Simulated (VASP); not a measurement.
Write the native input for VASP 6.6.1 that does the following.

```
Task                   : single point
Functional             : PBE
Dispersion             : D3(BJ)
Potentials or basis    : VASP PAW PBE potentials, release 64 (W_sv, Se)
Cutoff                 : 520 eV
k mesh                 : 12 × 12 × 4
Occupations            : gaussian, width 0.05 eV
Spin                   : no spin polarisation
Dipole correction      : no
Further INCAR settings : ALGO = Normal; EDIFF = 1e-07; NBANDS = 35
```

The structure of WSe2 lies in POSCAR:

```
WSe2
1.0
    3.3239513274      0.0000000000      0.0000000000
   -1.6619756637      2.8786262904      0.0000000000
    0.0000000000      0.0000000000     12.4452667521
W Se
2 4
Direct
    0.3333333333      0.6666666667      0.2500000000
    0.6666666667      0.3333333333      0.7500000000
    0.3333333333      0.6666666667      0.6182912222
    0.6666666667      0.3333333333      0.1182912222
    0.3333333333      0.6666666667      0.8817087778
    0.6666666667      0.3333333333      0.3817087778
```

This cell differs from its parent crystal: ratio of the length along z to the lengths across it x 0.96, volume and fractional coordinates fixed.

The input as run:

INCAR

```
SYSTEM = WSe2
PREC = Accurate
ENCUT = 520
EDIFF = 1E-7
ISMEAR = 0
SIGMA = 0.05
LREAL = .FALSE.
LASPH = .TRUE.
NELM = 80
ALGO = Normal
ISIF = 2
LWAVE = .FALSE.
LCHARG = .FALSE.
GGA = PE
IVDW = 12
NBANDS = 35
```

KPOINTS

```
regular mesh
0
G
  12 12 4
  0 0 0
```

Potentials or basis: VASP PAW PBE potentials, release 64 (W_sv, Se).

The run is started by

```sh
$ cat potpaw_PBE.64/W_sv/POTCAR potpaw_PBE.64/Se/POTCAR > POTCAR
$ mpirun -np 1 vasp_std > vasp.out
```

It gave:

```yaml
Pressure: 1.1 GPa
Largest_force: 0.501 eV/Å
Band_gap_on_the_k_mesh: 0.80 eV (least direct gap 1.33 eV)
Dispersion_energy_per_atom: -0.476 eV
```

Caveat: the stress differs along the axes, from -1 to 6 GPa; spin-orbit coupling is left out, which moves the levels of the heavy elements.

Wall time 2.5 min on 1 thread of Intel(R) Xeon(R) 6975P-C (Granite Rapids) (shared host), peak memory 0.38 GiB.
